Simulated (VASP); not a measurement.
Set up this calculation in VASP 6.6.1, as the native input.

```
Task                   : relaxation of cell and atoms
Functional             : PBEsol
Potentials or basis    : VASP PAW PBE potentials, release 64 (Cd, Se)
Cutoff                 : 600 eV
k mesh                 : 8 × 8 × 8
Occupations            : fermi-dirac, width 0.05 eV
Spin                   : no spin polarisation
Target pressure        : 20 GPa
Dipole correction      : no
Further INCAR settings : ALGO = Normal; EDIFF = 1e-07; IBRION = 2; EDIFFG = -0.01; NSW = 80; ISIF = 3
```

The structure of CdSe lies in POSCAR:

```
CdSe
1.0
    0.0000000000      3.0702711986      3.0702711986
    3.0702711986      0.0000000000      3.0702711986
    3.0702711986      3.0702711986      0.0000000000
Cd Se
1 1
Direct
    0.0000000000      0.0000000000      0.0000000000
    0.2500000000      0.2500000000      0.2500000000
```

One way to write it, as run:

INCAR

```
SYSTEM = CdSe
PREC = Accurate
ENCUT = 600
EDIFF = 1E-7
ISMEAR = -1
SIGMA = 0.05
LREAL = .False.
LASPH = .True.
NELM = 100
ALGO = Normal
ISIF = 3
LWAVE = .False.
LCHARG = .False.
GGA = PS
IBRION = 2
NSW = 80
EDIFFG = -0.01
PSTRESS = 200.0
```

KPOINTS

```
regular mesh
0
Gamma
  8 8 8
  0 0 0
```

Potentials or basis: VASP PAW PBE potentials, release 64 (Cd, Se).

Run with:

```sh
$ cat potpaw_PBE.64/Cd/POTCAR potpaw_PBE.64/Se/POTCAR > POTCAR
$ mpirun -np 1 vasp_std > vasp.out
```

Results of the run:

```json
{
  "Relaxed volume": "22.57 Å³/atom",
  "Relaxed cell": "a = 3.997 Å, b = 3.997 Å, c = 3.997 Å, α = 60.00°, β = 60.00°, γ = 60.00°",
  "Space group after relaxing (to 0.05 Å)": "F-43m (No. 216)",
  "Energy change on relaxing (the enthalpy is what falls)": "+285.0 meV/atom",
  "Ionic steps": "5",
  "Pressure after relaxing": "20.0 GPa",
  "Band gap on the k mesh": "0.90 eV, direct"
}
```

Caveat: the cell is relaxed towards a set pressure, so the enthalpy falls and the energy may rise; the volume moved by over 15 % at a fixed basis, so the end points are rough; the PAW data sets were made with another functional, which shifts forces and pressure a little.

It took 2.4 min on 1 thread of Intel(R) Xeon(R) Platinum 8488C (Sapphire Rapids), with other jobs on the host, peak memory 0.22 GiB.
